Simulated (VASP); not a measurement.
A run of VASP 6.6.1 is set up as follows.

Contents of INCAR:

```
PREC = Accurate ; ENCUT = 520
EDIFF = 1E-6 ; ISMEAR = -1
SIGMA = 0.03 ; LREAL = F
LASPH = T ; NELM = 100
ALGO = Normal ; ISIF = 2
LWAVE = F ; LCHARG = F
GGA = PE ; NBANDS = 12
```

Contents of KPOINTS:

```
Automatic mesh
0
Gamma
  15 15 15
```

POSCAR

```
V
1.0
   -1.4991761207      1.4991761207      1.4991761207
    1.4991761207     -1.4991761207      1.4991761207
    1.4991761207      1.4991761207     -1.4991761207
V
1
Direct
    0.0000000000      0.0000000000      0.0000000000
```

Potentials or basis: VASP PAW PBE potentials, release 64 (V_sv).

Run with:

```console
$ cat potpaw_PBE.64/V_sv/POTCAR > POTCAR
$ mpirun -np 1 vasp_std > vasp.out
```

(1) Estimate the pressure.

Answers

(1) -0.3 GPa.
